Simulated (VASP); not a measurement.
Wanted: the native input for a VASP 6.6.1 run.

| Item | Value |
| --- | --- |
| Task | relaxation of cell and atoms |
| Functional | PBE |
| Potentials or basis | VASP PAW PBE potentials, release 64 (C) |
| Cutoff | 600 eV |
| k mesh | 12 × 12 × 6 |
| Occupations | gaussian, width 0.02 eV |
| Spin | no spin polarisation |
| Dipole correction | no |
| Further INCAR settings | ALGO = Normal; EDIFF = 1e-06; IBRION = 2; EDIFFG = -0.01; NSW = 100; ISIF = 3 |

The structure of C lies in POSCAR:

```
C
1.0
    2.1360261149     -1.2332402965     -0.0061952959
    2.1360261149      1.2332402965     -0.0061952959
   -1.3949144398      0.0000000000      4.2672301274
C
2
Direct
    0.8333349417      0.8333349417      0.0000044123
    0.1666650583      0.1666650583      0.9999955877
```

One way to write it, as run:

INCAR

```
SYSTEM = C
ALGO     = Normal         ! electronic algorithm
EDIFF    = 1E-6           ! SCF threshold, eV
EDIFFG   = -0.01          ! ionic threshold
ENCUT    = 600            ! plane-wave cutoff, eV
GGA      = PE             ! functional
IBRION   = 2              ! ionic algorithm
ISIF     = 3              ! what is computed and relaxed
ISMEAR   = 0              ! smearing method
LASPH    = .TRUE.         ! aspherical terms in the spheres
LCHARG   = .FALSE.        ! write CHGCAR
LREAL    = .FALSE.        ! projectors in reciprocal space
LWAVE    = .FALSE.        ! write WAVECAR
NELM     = 100            ! most SCF steps
NSW      = 100            ! ionic steps
PREC     = Accurate       ! precision mode
SIGMA    = 0.02           ! smearing width, eV
```

KPOINTS

```
k-points
0
G
  12 12 6
  0 0 0
```

Potentials or basis: VASP PAW PBE potentials, release 64 (C).

Launch:

```sh
$ cat potpaw_PBE.64/C/POTCAR > POTCAR
$ mpirun -np 1 vasp_std > vasp.out
```

It gave:

The relaxed volume is 10.59 Å³/atom and the relaxed cell is a = 2.467 Å, b = 2.467 Å, c = 4.260 Å, α = 106.67°, β = 106.67°, γ = 60.00°. The space group after relaxing (to 0.1 Å) is R-3m (No. 166) and the energy gained by relaxing is 1.0 meV/atom. The ionic steps are 26 and the pressure after relaxing is -0.1 GPa. The largest force after relaxing is 0.009 eV/Å.

Caveat: this functional lacks dispersion, which binds layers or chains, so the pressure and a relaxed spacing across them are unreliable.

Run time: 6.4 min on 1 thread of Intel(R) Xeon(R) 6975P-C (Granite Rapids) (shared host), peak memory 0.16 GiB.
